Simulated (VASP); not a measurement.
# Bi2Se3 (R-3m) in VASP: single point with PBE

Aim: the single point of Bi2Se3 with PBE.

Everything below comes from runs of VASP 6.6.1. Logs are shortened: lines on timing, memory, paths and dates and some standing lists are left out, and cuts for length are marked.

**1. The cell of the first run**

Symmetry: R-3m, No. 166, trigonal system. Conventional cell: a = 4.189 Å, b = 4.189 Å, c = 31.514 Å, α = 90.00°, β = 90.00°, γ = 120.00°. Bi (site symmetry 3m) has 6 Se at 2.88 to 3.11 Å within 3.8 Å. Se (site symmetry -3m) has 6 Bi at 3.11 Å within 4.1 Å. Se (site symmetry 3m) has 3 Bi at 2.88 Å within 3.8 Å.

**2. Single point, PBE**

INCAR reads:

```
ALGO = Normal
EDIFF = 1E-7
ENCUT = 520
GGA = PE
ISIF = 2
ISMEAR = 0
LASPH = True
LCHARG = False
LREAL = Auto
LUSENCCL = False
LWAVE = False
NBANDS = 191
NELM = 80
PREC = Accurate
SIGMA = 0.01
```

KPOINTS reads:

```
k-points
0
Gamma
  2 2 2
```

POSCAR reads:

```
Bi2Se3
1.0
   10.4729127286     -3.6279233898      0.0000000000
    8.3783301829      7.2558467796      0.0000000000
    6.2837476371      1.2093077966     10.5046281678
Bi Se
14 21
Direct
    0.6047454889      0.6047454889      0.1857635332
    0.8904597746      0.7476026318      0.1857635332
    0.1761740603      0.8904597746      0.1857635332
    0.7476026318      0.1761740603      0.1857635332
    0.4618883461      0.0333169175      0.1857635332
    0.0333169175      0.3190312032      0.1857635332
    0.3190312032      0.4618883461      0.1857635332
    0.3952545111      0.3952545111      0.8142364668
    0.6809687968      0.5381116539      0.8142364668
    0.9666830825      0.6809687968      0.8142364668
    0.5381116539      0.9666830825      0.8142364668
    0.2523973682      0.8238259397      0.8142364668
    0.8238259397      0.1095402254      0.8142364668
    0.1095402254      0.2523973682      0.8142364668
    1.0000000000      1.0000000000      0.0000000000
    0.2857142857      0.1428571429      0.0000000000
    0.5714285714      0.2857142857      0.0000000000
    0.1428571429      0.5714285714      0.0000000000
    0.8571428571      0.4285714286      0.0000000000
    0.4285714286      0.7142857143      0.0000000000
    0.7142857143      0.8571428571      0.0000000000
    0.7781520633      0.7781520633      0.6655438101
    0.0638663490      0.9210092062      0.6655438101
    0.3495806347      0.0638663490      0.6655438101
    0.9210092062      0.3495806347      0.6655438101
    0.6352949204      0.2067234919      0.6655438101
    0.2067234919      0.4924377776      0.6655438101
    0.4924377776      0.6352949204      0.6655438101
    0.2218479367      0.2218479367      0.3344561899
    0.5075622224      0.3647050796      0.3344561899
    0.7932765081      0.5075622224      0.3344561899
    0.3647050796      0.7932765081      0.3344561899
    0.0789907938      0.6504193653      0.3344561899
    0.6504193653      0.9361336510      0.3344561899
    0.9361336510      0.0789907938      0.3344561899
```

Potentials or basis: VASP PAW PBE potentials, release 64 (Bi_d, Se).

The run is started by

```
$ cat potpaw_PBE.64/Bi_d/POTCAR potpaw_PBE.64/Se/POTCAR > POTCAR
$ mpirun -np 1 vasp_std > vasp.out
```

OUTCAR:

```text
EDIFF = 1E-7
   ENCUT = 520
   GGA = PE
   ISIF = 2
   ISMEAR = 0
   LASPH = True
   LREAL = Auto
   NELM = 80
   PREC = Accurate

 ion  position               nearest neighbor table
   1  0.605  0.605  0.186-  30 2.88  32 2.88  31 2.88  20 3.11  19 3.11  21 3.11
   2  0.890  0.748  0.186-  34 2.88  33 2.88  31 2.88  21 3.11  15 3.11  18 3.11
   3  0.176  0.890  0.186-  33 2.88  35 2.88  32 2.88  15 3.11  20 3.11  16 3.11
   4  0.748  0.176  0.186-  34 2.88  35 2.88  30 2.88  15 3.11  17 3.11  19 3.11
   5  0.462  0.033  0.186-  29 2.88  34 2.88  32 2.88  17 3.11  21 3.11  16 3.11
   6  0.033  0.319  0.186-  31 2.88  29 2.88  35 2.88  16 3.11  19 3.11  18 3.11
[... 13 lines left out ...]
  20  0.429  0.714  0.000-   1 3.11  11 3.11   3 3.11   9 3.11  12 3.11   7 3.11
  21  0.714  0.857  0.000-  10 3.11   2 3.11   5 3.11  11 3.11   1 3.11  13 3.11
  22  0.778  0.778  0.666-  11 2.88  10 2.88   9 2.88
  23  0.064  0.921  0.666-  13 2.88  12 2.88  10 2.88
  24  0.350  0.064  0.666-  12 2.88  14 2.88  11 2.88
  25  0.921  0.350  0.666-  13 2.88   9 2.88  14 2.88
  26  0.635  0.207  0.666-   8 2.88  11 2.88  13 2.88
  27  0.207  0.492  0.666-  10 2.88   8 2.88  14 2.88
  28  0.492  0.635  0.666-   8 2.88   9 2.88  12 2.88
  29  0.222  0.222  0.334-   5 2.88   6 2.88   7 2.88
  30  0.508  0.365  0.334-   1 2.88   7 2.88   4 2.88
  31  0.793  0.508  0.334-   6 2.88   1 2.88   2 2.88
  32  0.365  0.793  0.334-   1 2.88   5 2.88   3 2.88
  33  0.079  0.650  0.334-   3 2.88   7 2.88   2 2.88
  34  0.650  0.936  0.334-   4 2.88   2 2.88   5 2.88
  35  0.936  0.079  0.334-   3 2.88   4 2.88   6 2.88

  LATTYP: Found a trigonal (rhomboedric) cell.
 ALAT       =    12.3002082364
 COS(alpha) =     0.5940261425

  Lattice vectors:

 A1 = (  -4.1891650915,   4.8372311864,  10.5046281678)
 A2 = (  -2.0945825458,  -6.0465389830,  10.5046281678)
 A3 = (   6.2837476371,   1.2093077966,  10.5046281678)

Analysis of symmetry for initial positions (statically):
=====================================================================
 Subroutine PRICEL returns following result:

  LATTYP: Found a trigonal (rhomboedric) cell.
 ALAT       =    10.7794672559
 COS(alpha) =     0.9244854983

  Lattice vectors:

 A1 = (   2.0945825436,   1.2093077959,  10.5046281678)
 A2 = (  -2.0945825500,   1.2093077951,  10.5046281678)
 A3 = (  -0.0000000011,  -2.4186155936,  10.5046281678)

   7 primitive cells build up your supercell.

 Routine SETGRP: Setting up the symmetry group for a
 trigonal (rhombohedral) supercell.

 Subroutine GETGRP returns: Found  6 space group operations
 (whereof  6 operations were pure point group operations)
 out of a pool of 12 trial point group operations.

The static configuration has the point symmetry S_6 .

Analysis of symmetry for dynamics (positions and initial velocities):
=====================================================================
 Subroutine PRICEL returns following result:

  LATTYP: Found a trigonal (rhomboedric) cell.
 ALAT       =    10.7794672559
 COS(alpha) =     0.9244854983

  Lattice vectors:

 A1 = (   2.0945825436,   1.2093077959,  10.5046281678)
 A2 = (  -2.0945825500,   1.2093077951,  10.5046281678)
 A3 = (  -0.0000000011,  -2.4186155936,  10.5046281678)

   7 primitive cells build up your supercell.

 Routine SETGRP: Setting up the symmetry group for a
 trigonal (rhombohedral) supercell.

 Subroutine GETGRP returns: Found  6 space group operations
 (whereof  6 operations were pure point group operations)
 out of a pool of 12 trial point group operations.

The dynamic configuration has the point symmetry S_6 .

 Subroutine INISYM returns: Found  6 space group operations
 (whereof  6 operations are pure point group operations),
 and found     7 'primitive' translations

----------------------------------------------------------------------------------------

                                     Primitive cell

  volume of cell :     159.6490

  direct lattice vectors                    reciprocal lattice vectors
     2.094582544  1.209307796 10.504628168     0.238711050  0.137819889  0.031732045
    -2.094582550  1.209307795 10.504628168    -0.238711050  0.137819889  0.031732045
    -0.000000001 -2.418615594 10.504628168     0.000000000 -0.275639779  0.031732045

  length of vectors
    10.779467256 10.779467257 10.779467256     0.277460286  0.277460286  0.277460286

  position of ions in fractional coordinates (direct lattice)
     0.395254510  0.395254512  0.395254512
     0.604745487  0.604745490  0.604745489
     0.999999999  0.000000000  0.000000000
     0.221847936  0.221847937  0.221847937
     0.778152062  0.778152065  0.778152064

  ion indices of the primitive-cell ions
   primitive index   ion index
                 1           1
                 2           9
                 3          20
                 4          28
                 5          31

----------------------------------------------------------------------------------------

 KPOINTS: k-points

Automatic generation of k-mesh.
 Grid dimensions read from file:
 generate k-points for:    2    2    2

 Generating k-lattice:

  Cartesian coordinates                     Fractional coordinates (reciprocal lattice)
     0.034101579 -0.039377111 -0.015866022     0.500000000 -0.000000000 -0.000000000
     0.017050789  0.049221389 -0.015866022     0.000000000  0.500000000 -0.000000000
    -0.000000000  0.000000000  0.047598067     0.000000000  0.000000000  0.500000000

  Length of vectors
     0.054453698  0.054453698  0.047598067

  Shift w.r.t. Gamma in fractional coordinates (k-lattice)
     0.000000000  0.000000000  0.000000000

 Subroutine IBZKPT returns following result:
 ===========================================

 Found      4 irreducible k-points:

 Following reciprocal coordinates:
            Coordinates               Weight
  0.000000  0.000000  0.000000      1.000000
  0.500000  0.000000  0.000000      3.000000
  0.500000  0.500000  0.000000      3.000000
  0.000000  0.000000  0.500000      1.000000
   k-points           NKPTS =      4   k-points in BZ     NKDIM =      4   number of bands    NBANDS=    191
   number of dos      NEDOS =    301   number of ions     NIONS =     35
   total plane-waves  NPLWV = 677376
   dimension x,y,z NGX =    84 NGY =   84 NGZ =   96
   dimension x,y,z NGXF=   168 NGYF=  168 NGZF=  192
   ions per type =              14  21
   NGX,Y,Z   is equivalent  to a cutoff of  12.60, 12.60, 12.98 a.u.
   NGXF,Y,Z  is equivalent  to a cutoff of  25.20, 25.20, 25.95 a.u.
 SYSTEM =  unknown system
   PREC   = accura    normal or accurate (medium, high low for compatibility)
   ISTART =      0    job   : 0-new  1-cont  2-samecut
   ICHARG =      2    charge: 1-file 2-atom 10-const
   ISPIN  =      1    spin polarized calculation?
   LNONCOLLINEAR =      F non collinear calculations
   LSORBIT =      F    spin-orbit coupling
   LASPH  =      T    aspherical Exc in radial PAW
   ENCUT  =  520.0 eV  38.22 Ry    6.18 a.u.  20.61 20.61 22.87*2*pi/ulx,y,z
   NELM   =     80;   NELMIN=  2; NELMDL= -5     # of ELM steps
   EDIFF  = 0.1E-06   stopping-criterion for ELM
   LREAL  =      T    real-space projection
   EDIFFG = 0.1E-05   stopping-criterion for IOM
   NSW    =      0    number of steps for IOM
   IBRION =     -1    ionic relax: 0-MD 1-quasi-New 2-CG
   NFREE  =      0    steps in history (QN), initial steepest desc. (CG)
   ISIF   =      2    stress and relaxation
   ISYM   =      2    0-nonsym 1-usesym 2-fastsym
   POTIM  = 0.5000    time-step for ionic-motion
   TEBEG  =    0.0;   TEEND  =   0.0 temperature during run
   PSTRESS=    0.0 pullay stress
   NELECT =     336.0000    total number of electrons
   NUPDOWN=      -1.0000    fix difference up-down
   EMIN   =  10.00;   EMAX   =-10.00  energy-range for DOS
   EFERMI =   0.00;   METHOD = LEGACY
   ISMEAR =     0;   SIGMA  =   0.01  broadening in eV -4-tet -1-fermi 0-gaus
   EFERMI_NEDOS =   21; number of points for ismear=-14 and -15
   IALGO  =     38    algorithm
   IMIX   =      4    mixing-type and parameters
     AMIX     =   0.40;   BMIX     =  1.00
     AMIX_MAG =   1.60;   BMIX_MAG =  1.00
  volume/ion in A,a.u.               =      31.93       215.47
  Fermi-wavevector in a.u.,A,eV,Ry     =   1.096730  2.072520 16.365322  1.202817
  Thomas-Fermi vector in A             =   2.233078
   LORBIT       =      0    0 simple, 1 ext, 2 COOP (PROOUT), +10 PAW based schemes
   GGA     = PE    functional components
   LHFCALC =     F    Hartree Fock is set to
   AEXX    =    0.0000 exact exchange contribution
   IVDW    =     0    specifies the selected vdW correction
   LEPSILON=     F    determine dielectric tensor
   LRPA    =     F    only Hartree local field effects (RPA)
 non-spin polarized calculation
 Gauss-broadening in eV      SIGMA  =   0.01
  energy-cutoff  :      520.00
  volume of cell :     1117.54
 maximum number of plane-waves:     30100
 NGX is ok and might be reduce to    84
   NGX = 41   NGY = 41   NGZ = 45

 number of electron     336.0000038 magnetization

 Free energy of the ion-electron system (eV)
  ---------------------------------------------------
  ext. energy  EPLUGINS =         0.00000000
  ---------------------------------------------------
  free energy    TOTEN  =      -141.67622851 eV

  energy without entropy =     -141.67622851  energy(sigma->0) =     -141.67622851

 E-fermi :   3.3149     XC(G=0):  -8.8355

 val. band max:        3.2614769601   @ k =   0.0000   0.0000   0.0000
 cond. band min:       4.0040156538   @ k =   0.0000   0.0000   0.0000
 fundamental gap:      0.7425386937
 Fermi energy:         3.3149461179

 k-point     1 :       0.0000    0.0000    0.0000
  band No.  band energies     occupation
      1     -19.3662      2.00000
      2     -19.3662      2.00000
      3     -19.3662      2.00000
      4     -19.3662      2.00000
      5     -19.3662      2.00000
      6     -19.3662      2.00000
[... 172 lines left out ...]
    179       5.8235      0.00000
    180       5.8235      0.00000

 k-point     2 :       0.5000    0.0000    0.0000
  band No.  band energies     occupation
      1     -19.3728      2.00000
      2     -19.3689      2.00000
      3     -19.3668      2.00000
      4     -19.3668      2.00000
      5     -19.3650      2.00000
      6     -19.3650      2.00000
[... 172 lines left out ...]
    179       5.7176      0.00000
    180       5.7207      0.00000

 k-point     3 :       0.5000    0.5000    0.0000
  band No.  band energies     occupation
      1     -19.3728      2.00000
      2     -19.3689      2.00000
      3     -19.3668      2.00000
      4     -19.3668      2.00000
      5     -19.3650      2.00000
      6     -19.3650      2.00000
[... 172 lines left out ...]
    179       5.6790      0.00000
    180       5.6836      0.00000

 k-point     4 :       0.0000    0.0000    0.5000
  band No.  band energies     occupation
      1     -19.3662      2.00000
      2     -19.3662      2.00000
      3     -19.3662      2.00000
      4     -19.3662      2.00000
      5     -19.3662      2.00000
      6     -19.3662      2.00000
[... 172 lines left out ...]
    179       5.5467      0.00000
    180       5.5467      0.00000
 [bands above 180 left out]

------------------------ aborting loop because EDIFF is reached ----------------------------------------

  FORCE on cell =-STRESS in cart. coord.  units (eV):
  Direction    XX          YY          ZZ          XY          YZ          ZX
  --------------------------------------------------------------------------------------
  -------------------------------------------------------------------------------------
  Total        0.1305564      0.1305564      0.1247432     -0.0000000     -0.0000000     -0.0000000
  in kB        0.1871735      0.1871735      0.1788394     -0.0000000     -0.0000000     -0.0000000
  external PRESSURE =       0.1843954 kB  Pullay stress =       0.0000000 kB

 VOLUME and BASIS-vectors are now :
 -----------------------------------------------------------------------------
  energy-cutoff  :      520.00
  volume of cell :     1117.54
      direct lattice vectors                 reciprocal lattice vectors
    10.472912729 -3.627923390  0.000000000     0.068203157 -0.078754222 -0.031732045
     8.378330183  7.255846780  0.000000000     0.034101579  0.098442778 -0.031732045
     6.283747637  1.209307797 10.504628168    -0.000000000  0.000000000  0.095196135

 POSITION                                       TOTAL-FORCE (eV/Angst)
 -----------------------------------------------------------------------------------
     12.56750      2.41862      1.95138         0.000000     -0.000000     -0.005515
     16.75666      2.41862      1.95138         0.000000     -0.000000     -0.005515
     10.47291      6.04654      1.95138         0.000000     -0.000000     -0.005515
     10.47291     -1.20931      1.95138         0.000000     -0.000000     -0.005515
      6.28375     -1.20931      1.95138         0.000000     -0.000000     -0.005515
      4.18917      2.41862      1.95138         0.000000     -0.000000     -0.005515
[... 27 lines left out ...]
     16.75666      4.83723      3.51334        -0.000000      0.000000      0.010838
     12.56750     -2.41862      3.51334        -0.000000      0.000000      0.010838
 -----------------------------------------------------------------------------------
    total drift:                               -0.000000     -0.000000     -0.000000

  FREE ENERGIE OF THE ION-ELECTRON SYSTEM (eV)
  ---------------------------------------------------
  free  energy   TOTEN  =      -141.6762285093 eV

  energy  without entropy=     -141.6762285093  energy(sigma->0) =     -141.67622851
```

Wall time 1.8 min (1 × NVIDIA H100 80GB with 1 thread of AMD EPYC 7R13 (Zen 3), shared host); peak memory 2.1 GiB.

What came out:

```
Free energy            : -141.6762 eV
Pressure               : 0.0 GPa
Largest force          : 0.011 eV/Å
Band gap on the k mesh : 0.74 eV
```

Forces on the atoms (eV/Å):
```
Bi   0.000  0.000 -0.006
Bi   0.000  0.000 -0.006
Bi   0.000  0.000 -0.006
Bi   0.000  0.000 -0.006
Bi   0.000  0.000 -0.006
Bi   0.000  0.000 -0.006
Bi   0.000  0.000 -0.006
Bi   0.000  0.000  0.006
Bi   0.000  0.000  0.006
Bi   0.000  0.000  0.006
Bi   0.000  0.000  0.006
Bi   0.000  0.000  0.006
Bi   0.000  0.000  0.006
Bi   0.000  0.000  0.006
Se   0.000  0.000  0.000
Se   0.000  0.000  0.000
Se   0.000  0.000  0.000
Se   0.000  0.000  0.000
Se   0.000  0.000  0.000
Se   0.000  0.000  0.000
Se   0.000  0.000  0.000
Se   0.000  0.000 -0.011
Se   0.000  0.000 -0.011
Se   0.000  0.000 -0.011
Se   0.000  0.000 -0.011
Se   0.000  0.000 -0.011
Se   0.000  0.000 -0.011
Se   0.000  0.000 -0.011
Se   0.000  0.000  0.011
Se   0.000  0.000  0.011
Se   0.000  0.000  0.011
Se   0.000  0.000  0.011
Se   0.000  0.000  0.011
Se   0.000  0.000  0.011
Se   0.000  0.000  0.011
```

Levels at points of the mesh, in eV from the valence-band top:
```csv
k point,band 164,band 165,band 166,band 167,band 168,band 169,band 170,band 171,band 172,band 173
"(0.00, 0.00, 0.00)",-0.24,-0.24,-0.24,-0.24,0.00,0.74,2.04,2.04,2.14,2.14
"(0.50, 0.00, 0.00)",-0.29,-0.15,-0.15,-0.11,-0.11,1.48,1.76,1.76,1.81,1.81
"(0.50, 0.50, 0.00)",-0.32,-0.28,-0.28,-0.02,-0.02,1.68,1.68,1.75,1.88,1.88
"(0.00, 0.00, 0.50)",-0.22,-0.22,-0.22,-0.22,-0.22,0.87,2.10,2.10,2.15,2.15
```

Caveat: spin-orbit coupling is left out, which moves the levels of the heavy elements; this functional lacks dispersion, which binds the layers, so the pressure and a relaxed spacing across them are unreliable. A k mesh can miss the band edges.
